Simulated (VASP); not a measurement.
W2IF:

```
W I F
1.0
     3.86589    0.00000    0.00000
     0.00000    3.86589    0.00000
     0.00000    0.00000    4.64492
W I F
2 1 1
Direct
  0.00000 0.50000 0.00000
  0.50000 0.00000 0.00000
  0.50000 0.50000 0.50000
  0.00000 0.00000 0.50000
```

| Property | Result |
| --- | --- |
| Program | VASP 6.6.1 |
| Task | relaxation of cell and atoms |
| Functional | PBE |
| Potentials or basis | VASP PAW PBE potentials, release 64 (W_sv, I, F) |
| Cutoff | 600 eV |
| k mesh | 12 × 12 × 10 |
| Occupations | gaussian, width 0.1 eV |
| Spin | no spin polarisation |

At the start: pressure -0.7 GPa; volume 17.35 Å³/atom.

Q: Where does the relaxation end?

A: Over 5 steps the energy falls by 5.4 meV/atom and the volume is 17.43 Å³/atom (+0.5 %); space group P4/mmm (No. 123, to 0.05 Å).

The path:
```csv
step,energy change (eV),largest force (eV/Å),pressure (GPa),volume (Å³)
1,0.0000,0.0000,-0.66,69.42
2,-0.0133,0.0000,1.54,68.69
3,-0.0133,0.0000,1.56,68.68
4,-0.0214,0.0000,0.18,69.65
5,-0.0215,0.0000,0.07,69.74
```

Final structure:
```cif
data_structure
_symmetry_space_group_name_H-M 'P 1'
_symmetry_Int_Tables_number 1
_cell_length_a 3.8214
_cell_length_b 3.8214
_cell_length_c 4.7755
_cell_angle_alpha 90.000
_cell_angle_beta 90.000
_cell_angle_gamma 90.000
_cell_volume 69.74
loop_
_atom_site_label
_atom_site_type_symbol
_atom_site_fract_x
_atom_site_fract_y
_atom_site_fract_z
_atom_site_occupancy
W1 W 0.00000 0.50000 0.00000 1
W2 W 0.50000 0.00000 0.00000 1
I1 I 0.50000 0.50000 0.50000 1
F1 F 0.00000 0.00000 0.50000 1
```
